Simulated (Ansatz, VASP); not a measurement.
Ta4Ge in VASP and in Ansatz

```xyz
5
Lattice="2.3331 1.3470 4.7014 -2.3331 1.3470 4.7014 0.0000 -2.6940 4.7014" Properties=species:S:1:pos:R:3 pbc="T T T"
Ta    0.0000    0.0000    5.6607
Ta    0.0000    0.0000    8.4434
Ta    0.0000    0.0000   11.2644
Ta    0.0000    0.0000    2.8397
Ge    0.0000    0.0000    0.0000
```

Alike in both runs: functional PBE; k mesh 4 × 4 × 4; occupations gaussian, width 0.2 eV; no spin polarisation.

Ansatz relaxed the structure, and its values are those at the end. VASP's run is a single point on that final structure, the one shown.

|  | VASP | Ansatz |
| --- | --- | --- |
| version | VASP 6.6.1 | Ansatz 0.2.0 |
| potentials or method | VASP PAW PBE potentials, release 64 (Ta_pv, Ge_d), cutoff 500 eV | scalar-relativistic, plane waves, PAW |
| valence electrons in the cell | 58 | 66 |

Ansatz gave:

| Property | Result |
| --- | --- |
| gap on the k mesh at the Fermi level (eV) | none |
| pressure (GPa) | 0.1 |

Which values does VASP return?

gap on the k mesh at the Fermi level (eV): none; pressure (GPa): 0.2.

A gap of «none» marks a metal or a gap that the smearing closes. The functional is the same, so the differences come from potentials, cutoffs and numerics. VASP's potentials hold 58 valence electrons a cell and Ansatz's 66, so a difference there can come from the potentials and not from the codes.

The k mesh is coarse, so the values compare programs but aren't converged. Neither program's run includes spin-orbit coupling.
